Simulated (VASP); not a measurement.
## Sb: single point with PBEsol

Crystal: Sb.

```xyz
1
Lattice="3.0454 0.0000 0.0000 0.0000 3.0454 0.0000 0.0000 0.0000 3.0454" Properties=species:S:1:pos:R:3 pbc="T T T"
Sb    0.0000    0.0000    0.0000
```

```json
{"Program": "VASP 6.6.1", "Task": "single point", "Functional": "PBEsol", "Potentials or basis": "VASP PAW PBE potentials, release 64 (Sb)", "Cutoff": "520 eV", "k mesh": "14 × 14 × 14", "Occupations": "gaussian, width 0.1 eV", "Spin": "no spin polarisation", "Dipole correction": "no", "Further INCAR settings": "ALGO = Normal; EDIFF = 1e-06; NBANDS = 8"}
```

* Pressure: 1.1 GPa

Levels at points of the mesh, in eV from the Fermi level:
| k point | band 1 | band 2 | band 3 | band 4 | band 5 | band 6 | band 7 |
| --- | --- | --- | --- | --- | --- | --- | --- |
| (0.00, 0.00, 0.00) | -12.78 | 3.45 | 3.45 | 3.45 | 7.06 | 7.06 | 8.53 |
| (0.50, 0.00, 0.00) | -10.15 | -5.93 | 5.65 | 5.65 | 9.28 | 10.72 | 11.55 |
| (0.50, 0.50, 0.00) | -7.34 | -3.74 | -3.74 | 1.97 | 7.92 | 13.40 | 13.46 |
| (0.50, 0.50, 0.50) | -4.16 | -1.67 | -1.67 | -1.67 | 4.79 | 4.79 | 4.79 |

Wall time 23 s on 1 thread of Intel Xeon 8259CL, on a shared host, peak memory 0.15 GiB.

Caveat: the PAW data sets were made with another functional, which shifts forces and pressure a little; spin-orbit coupling is left out, which moves the levels of the heavy elements.
